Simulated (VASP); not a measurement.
Write the native input for VASP 6.6.1 that does the following.

* Task: single point
* Functional: PBE
* Potentials or basis: VASP PAW PBE potentials, release 64 (Rb_sv)
* Cutoff: 520 eV
* k mesh: 5 × 5 × 5
* Occupations: fermi-dirac, width 0.1 eV
* Spin: no spin polarisation
* Dipole correction: no
* Further INCAR settings: ALGO = Normal; EDIFF = 1e-06; NBANDS = 10

The structure of Rb lies in POSCAR:

```
Rb
1.0
   -2.8058778878      2.7903638311      2.8026832300
    2.8091923452     -2.8172788226      2.8329126790
    2.7859611933      2.7973621282     -2.8295982216
Rb
1
Direct
    0.0000000000      0.0000000000      0.0000000000
```

The input as run:

INCAR

```
SYSTEM = Rb
ALGO = Normal
EDIFF = 1E-6
ENCUT = 520
GGA = PE
ISIF = 2
ISMEAR = -1
LASPH = .TRUE.
LCHARG = .FALSE.
LREAL = .FALSE.
LWAVE = .FALSE.
NBANDS = 10
NELM = 100
PREC = Accurate
SIGMA = 0.1
```

KPOINTS

```
k-points
0
G
  5 5 5
  0 0 0
```

Potentials or basis: VASP PAW PBE potentials, release 64 (Rb_sv).

Launch:

```console
$ cat potpaw_PBE.64/Rb_sv/POTCAR > POTCAR
$ mpirun -np 1 vasp_std > vasp.out
```

It gave:

* Pressure: 0.1 GPa

Run time: 53 s on 1 thread of AMD EPYC 7R13 (shared host), peak memory 0.19 GiB.
